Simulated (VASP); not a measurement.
Runs of VASP 6.6.1 on Zr. The structure is that of space group P6_3/mmc (No. 194), or close to it. The cells are those of the table. 

| task | cell | gap on the mesh (eV) | pressure (GPa) | largest force (eV/Å) |
| --- | --- | --- | --- | --- |
| single point | a = 3.259, b = 3.259, c = 5.190 Å, angles 90.0, 90.0, 120.0°, 2 atoms | none | (a) | - |
| single point | a = 3.232, b = 3.204, c = 5.148 Å, angles 89.6, 88.8, 119.1°, 2 atoms | none | 0.5 | 0.04 |
| single point | a = 3.232, b = 3.218, c = 5.147 Å, angles 89.8, 89.4, 119.6°, 2 atoms | none | 0.5 | 0.02 |
| single point | a = 3.177, b = 3.177, c = 5.060 Å, angles 90.0, 90.0, 120.0°, 2 atoms | none | 5.8 | - |
| single point | a = 3.232, b = 3.232, c = 5.301 Å, angles 90.0, 90.0, 120.0°, 2 atoms | none | -2.3 | - |
| single point | a = 3.232, b = 3.232, c = 5.096 Å, angles 90.0, 90.0, 120.0°, 2 atoms | none | 1.6 | - |
| electric field gradients | a = 3.232, b = 3.232, c = 5.096 Å, angles 90.0, 90.0, 120.0°, 2 atoms | none | (b) | - |
| electric field gradients | a = 3.232, b = 3.232, c = 5.147 Å, angles 90.0, 90.0, 120.0°, 2 atoms | none | 0.5 | - |
| single point | a = 3.232, b = 3.232, c = 5.250 Å, angles 90.0, 90.0, 120.0°, 2 atoms | none | -1.4 | - |
| single point | a = 3.200, b = 3.200, c = 5.147 Å, angles 90.0, 90.0, 120.0°, 2 atoms | none | 2.4 | - |
| single point | a = 3.232, b = 3.232, c = 4.993 Å, angles 90.0, 90.0, 120.0°, 2 atoms | none | (c) | - |

Alike in all rows: level PBE; potentials or basis VASP PAW PBE potentials, release 64 (Zr_sv); no spin polarisation; k mesh 13 × 13 × 7; cutoff (eV) 520; smearing fermi-dirac 0.08 eV.

Q: Estimate the missing entries.

A: (a) -1.8; (b) 1.5; (c) 3.7.

A k mesh can miss the band edges, and the runs leave out spin-orbit coupling on Zr.

A gap of «none» marks levels without a gap at the run's occupations.
